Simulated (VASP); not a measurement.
A run of VASP 6.6.1 is set up as follows.

File INCAR:

```
SYSTEM = Ca
  PREC = Accurate
  ENCUT = 520
  EDIFF = 1E-7
  ISMEAR = -1
  SIGMA = 0.1
  LREAL = .FALSE.
  LASPH = .TRUE.
  NELM = 60
  ALGO = Normal
  ISIF = 2
  LWAVE = .FALSE.
  LCHARG = .FALSE.
  LDIPOL = .TRUE.
  IDIPOL = 3
  DIPOL = 0.5 0.5 0.500
  GGA = PS
  NBANDS = 28
```

KPOINTS

```
Automatic mesh
0
G
  5 5 1
  0 0 0
```

File POSCAR:

```
Ca
1.0
    3.8142862081      0.0000000000      0.0000000000
   -1.2854140522      3.5911683324      0.0000000000
    0.0000000000      0.0000000000     25.3558924564
Ca
4
Direct
    0.5000000000      0.5000000000      0.3272194283
    0.0000000000      0.0000000000      0.4412029325
    0.5000000000      0.5000000000      0.5587967932
    0.0000000000      0.0000000000      0.6727808460
```

Potentials or basis: VASP PAW PBE potentials, release 64 (Ca_sv).

Command:

```bash
$ cat potpaw_PBE.64/Ca_sv/POTCAR > POTCAR
$ mpirun -np 1 vasp_std > vasp.out
```

(1) Estimate the largest force.

(2) What does it give for the band gap on the k mesh?

Answers

(1) 0.010 eV/Å.

(2) zero (bands 20 and 21 overlap by 0.05 eV).

Caveat: the PAW data sets were made with another functional, which shifts forces and pressure a little.
